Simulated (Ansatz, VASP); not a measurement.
**CdAg in VASP and in Ansatz**

```
Cd Ag
1.0
     3.26452    0.00000    0.00000
     0.00000    3.26452    0.00000
     0.00000    0.00000    3.26452
Cd Ag
1 1
Direct
  0.50000 0.50000 0.50000
  0.00000 0.00000 0.00000
```

Alike in both runs: task relaxation of cell and atoms; functional LDA; k mesh 12 × 12 × 12; occupations fermi-dirac, width 0.15 eV; no spin polarisation.

```csv
,VASP,Ansatz
version,VASP 6.6.1,Ansatz 0.2.0
potentials or method,"VASP PAW LDA potentials, release 64 (Cd, Ag), cutoff 600 eV","scalar-relativistic, plane waves, PAW"
valence electrons in the cell,23,39
```

```csv
,VASP,Ansatz,Ansatz less VASP
"gap on the k mesh at the Fermi level, each at its own relaxed structure (eV)",none,none,-
relaxed volume (Å³/atom),17.51,17.40,-0.113
relaxed length of the cell vector where the two differ most in proportion (Å),3.272,3.265,-0.0071
```

LDA's correlation is that of Perdew and Zunger in VASP and of Perdew and Wang (1992) in Ansatz. A gap of «none» marks a metal or a gap that the smearing closes. VASP's potentials hold 23 valence electrons a cell and Ansatz's 39, so a difference there can come from the potentials and not from the codes.
